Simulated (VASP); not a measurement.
Here is a VASP 6.6.1 calculation.

INCAR

```
SYSTEM = Rb3NaO2
  PREC = Accurate
  ENCUT = 520
  EDIFF = 1E-7
  ISMEAR = 0
  SIGMA = 0.1
  LREAL = .False.
  LASPH = .True.
  NELM = 60
  ALGO = Normal
  ISIF = 2
  LWAVE = .False.
  LCHARG = .False.
  GGA = PE
  NBANDS = 58
```

Contents of KPOINTS:

```
Automatic mesh
0
Gamma
  4 2 1
  0 0 0
```

File POSCAR:

```
Rb3NaO2
1.0
    0.0000000000      4.1708883838      0.0000000000
   -0.9340374589      0.0000000000      6.2118962236
   12.4315215687      0.0000000000      0.0247595431
Rb Na O
6 2 4
Direct
    0.5000000000      0.5054921666      0.2093783131
    0.5000000000      0.5054921666      0.7093783131
    0.0000000000      0.0632953855      0.3022909375
    0.0000000000      0.0632953855      0.8022909375
    0.0000000000      0.6904527737      0.4877031573
    0.0000000000      0.6904527737      0.9877031573
    0.5000000000      0.1294020921      0.0208586599
    0.5000000000      0.1294020921      0.5208586599
    0.0000000000      0.2719200980      0.0901248941
    0.0000000000      0.2719200980      0.5901248941
    0.5000000000      0.8417340341      0.3768949381
    0.5000000000      0.8417340341      0.8768949381
```

Potentials or basis: VASP PAW PBE potentials, release 64 (Rb_sv, Na_pv, O).

The run is started by

```bash
$ cat potpaw_PBE.64/Rb_sv/POTCAR potpaw_PBE.64/Na_pv/POTCAR potpaw_PBE.64/O/POTCAR > POTCAR
$ mpirun -np 1 vasp_std > vasp.out
```

Task: Estimate the band gap on the k mesh.

Result: 0.60 eV.

Task: What does it give for the largest force?

Result: 0.019 eV/Å.

Task: Predict the pressure.

Result: 0.1 GPa.

Forces in eV/Å, atoms in the order of the input:
```
Rb  -0.011  0.000 -0.014
Rb  -0.011  0.000 -0.014
Rb  -0.011  0.000  0.016
Rb  -0.011  0.000  0.016
Rb   0.016  0.000 -0.004
Rb   0.016  0.000 -0.004
Na   0.003  0.000  0.003
Na   0.003  0.000  0.003
O    0.006  0.000  0.002
O    0.006  0.000  0.002
O   -0.004  0.000 -0.004
O   -0.004  0.000 -0.004
```

Caveat: the k points lie up to 0.51 Å⁻¹ apart; semilocal functionals underestimate gaps, and a narrow one can read as zero. A k mesh can miss the band edges.
